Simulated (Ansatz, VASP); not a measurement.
## Two plane-wave programs on HfC5

Contents of INCAR:

```
SYSTEM = HfC5
PREC     = Accurate       ! precision mode
ENCUT    = 520            ! plane-wave cutoff, eV
EDIFF    = 1E-7           ! SCF threshold, eV
ISMEAR   = 0              ! smearing method
SIGMA    = 0.1            ! smearing width, eV
LREAL    = .False.        ! projectors in reciprocal space
LASPH    = .True.         ! aspherical terms in the spheres
NELM     = 60             ! most SCF steps
ALGO     = Normal         ! electronic algorithm
ISIF     = 2              ! what is computed and relaxed
LWAVE    = .False.        ! write WAVECAR
LCHARG   = .True.         ! write CHGCAR
GGA      = PE             ! functional
LELF     = .True.         ! ELF
LVHAR    = .True.       
NBANDS   = 42             ! bands
```

File KPOINTS:

```
regular mesh
0
Gamma
  8 6 4
  0 0 0
```

POSCAR

```
HfC5
1.0
    4.3254248063      0.0000000000      0.0000000000
    0.0000000000      4.7969914885      0.0000000000
    0.0000000000      0.0000000000      8.2381556379
Hf C
2 10
Direct
    0.0000000000      0.0000000000      0.5000000000
    0.5000000000      0.5000000000      0.5000000000
    0.3344086786      0.5000000000      0.0000000000
    0.1655353422      0.7501531617      0.0000000000
    0.3344716725      0.0000000000      0.0000000000
    0.1655353422      0.2498468383      0.0000000000
    0.6655913214      0.5000000000      0.0000000000
    0.8344646578      0.2498468383      0.0000000000
    0.6655283275      0.0000000000      0.0000000000
    0.8344646578      0.7501531617      0.0000000000
    0.5000000000      0.0000000000      0.5000000000
    0.0000000000      0.5000000000      0.5000000000
```

Input for Ansatz:

```yaml
crystal:
  lattice:
    - [4.3254248063, 0.0, 0.0]
    - [0.0, 4.7969914885, 0.0]
    - [0.0, 0.0, 8.2381556379]
  atoms:
    - { symbol: Hf, position: [0.0, 0.0, 0.5] }
    - { symbol: Hf, position: [0.5, 0.5, 0.5] }
    - { symbol: C, position: [0.3344086786, 0.5, 0.0] }
    - { symbol: C, position: [0.1655353422, 0.7501531617, 0.0] }
    - { symbol: C, position: [0.3344716725, 0.0, 0.0] }
    - { symbol: C, position: [0.1655353422, 0.2498468383, 0.0] }
    - { symbol: C, position: [0.6655913214, 0.5, 0.0] }
    - { symbol: C, position: [0.8344646578, 0.2498468383, 0.0] }
    - { symbol: C, position: [0.6655283275, 0.0, 0.0] }
    - { symbol: C, position: [0.8344646578, 0.7501531617, 0.0] }
    - { symbol: C, position: [0.5, 0.0, 0.5] }
    - { symbol: C, position: [0.0, 0.5, 0.5] }
basis:
  ecutwfc: 420
kpoints:
  mp_grid: { grid: [8, 6, 4] }
  band_path:
    path:
      - [[0.0, 0.0, 0.0], [0.5, 0.0, 0.0], [0.5, 0.5, 0.0], [0.0, 0.5, 0.0], [0.0, 0.0, 0.0], [0.0, 0.0, 0.5], [0.5, 0.0, 0.5], [0.5, 0.5, 0.5], [0.0, 0.5, 0.5], [0.0, 0.0, 0.5]]
      - [[0.5, 0.0, 0.0], [0.5, 0.0, 0.5]]
      - [[0.0, 0.5, 0.0], [0.0, 0.5, 0.5]]
      - [[0.5, 0.5, 0.0], [0.5, 0.5, 0.5]]
    npoints: 10
hamiltonian:
  xc: pbe
scf:
  occupations: { method: gaussian, width: 0.1 }
  n_extra_bands: 30
output:
  forces: true
  stress: true
  eigenvalues: true
  populations: true
  dos: { projected: true, de: 0.02, nscf_kmesh: { grid: [10, 8, 5] } }
  bader: false
```

Alike in both runs: task single point; functional PBE; k mesh 8 × 6 × 4; occupations gaussian, width 0.1 eV; no spin polarisation.

```csv
,VASP,Ansatz
version,VASP 6.6.1,Ansatz 0.2.0
potentials or method,"VASP PAW PBE potentials, release 64 (Hf_pv, C), cutoff 520 eV","scalar-relativistic, plane waves, PAW"
valence electrons in the cell,60,92
```

VASP gave:

| Property | Result |
| --- | --- |
| gap on the k mesh at the Fermi level (eV) | none |
| pressure (GPa) | 0.0 |
| traceless stress, the component that is largest in VASP (GPa) | -0.07 |
| rms of the force components (eV/Å) | 0.003 |

**Question.** Estimate Ansatz's values.

**Answer.** gap on the k mesh at the Fermi level (eV): none; pressure (GPa): 0.0; traceless stress, the component that is largest in VASP (GPa): 0.03; rms of the force components (eV/Å): 0.000.

Atom by atom the forces differ by 0.004 eV/Å (rms over components). A gap of «none» marks a metal or a gap that the smearing closes. The functional is the same, so the differences come from potentials, cutoffs and numerics. VASP's potentials hold 60 valence electrons a cell and Ansatz's 92, so a difference there can come from the potentials and not from the codes.

Neither program's run includes spin-orbit coupling.
